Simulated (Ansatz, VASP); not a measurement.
AlN in VASP and in Ansatz

```
Al N
1.0
     3.19164    0.00000    0.00000
    -1.59582    2.76404    0.00000
     0.00000    0.00000    5.11641
Al N
2 2
Direct
  0.33333 0.66667 0.99923
  0.66667 0.33333 0.49923
  0.33333 0.66667 0.38077
  0.66667 0.33333 0.88077
```

Alike in both runs: task single point; functional PBE; k mesh 9 × 9 × 4; no spin polarisation.

|  | VASP | Ansatz |
| --- | --- | --- |
| version | VASP 6.6.1 | Ansatz 0.2.0 |
| potentials or method | VASP PAW PBE potentials, release 64 (Al, N) | plane waves, PAW |
| plane-wave cutoff (eV) | 520 | 420 |
| occupations | gaussian, width 0.01 eV | fixed |
| valence electrons in the cell | 16 | 16 |

VASP gave:

* gap on the k mesh at the Fermi level (eV): 3.54
* pressure (GPa): -10.3
* traceless stress, the component that is largest in VASP (GPa): 0.48
* rms of the force components (eV/Å): 0.011

Question: Estimate Ansatz's values.

Answer: gap on the k mesh at the Fermi level (eV): 3.54; pressure (GPa): -10.1; traceless stress, the component that is largest in VASP (GPa): 0.45; rms of the force components (eV/Å): 0.011.

Atom by atom the forces differ by 0.000 eV/Å (rms over components).
